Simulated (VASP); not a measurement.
A run of VASP 6.6.1 is set up as follows.

Contents of INCAR:

```
ALGO = Normal
EDIFF = 1E-6
ENCUT = 520
GGA = PE
ISIF = 2
ISMEAR = 0
LASPH = True
LCHARG = False
LREAL = False
LWAVE = False
NBANDS = 16
NELM = 60
PREC = Accurate
SIGMA = 0.01
```

File KPOINTS:

```
k-points
0
Gamma
  4 4 2
```

File POSCAR:

```
AlBAs2
1.0
    3.6608835458      0.0000000000      0.0000000000
    0.0000000000      3.6608835458      0.0000000000
    0.0000000000      0.0000000000      5.4129837943
B As Al
1 2 1
Direct
    0.0000000000      0.0000000000      0.0000000000
    0.0000000000      0.5000000000      0.2128693900
    0.5000000000      0.0000000000      0.7871306100
    0.5000000000      0.5000000000      0.5000000000
```

Potentials or basis: VASP PAW PBE potentials, release 64 (B, As, Al).

Run with:

```console
$ cat potpaw_PBE.64/B/POTCAR potpaw_PBE.64/As/POTCAR potpaw_PBE.64/Al/POTCAR > POTCAR
$ mpirun -np 1 vasp_std > vasp.out
```

Task: Predict the pressure.

Result: 2.4 GPa.

Task: Estimate the band gap on the k mesh.

Result: 0.69 eV, indirect (least direct gap 0.72 eV).

Stress tensor (GPa, compression positive):
```
2.71 0.00 0.00
0.00 2.71 0.00
0.00 0.00 1.70
```

Caveat: the k points lie up to 0.58 Å⁻¹ apart. As with any semilocal functional, this PBE gap is likely too small.
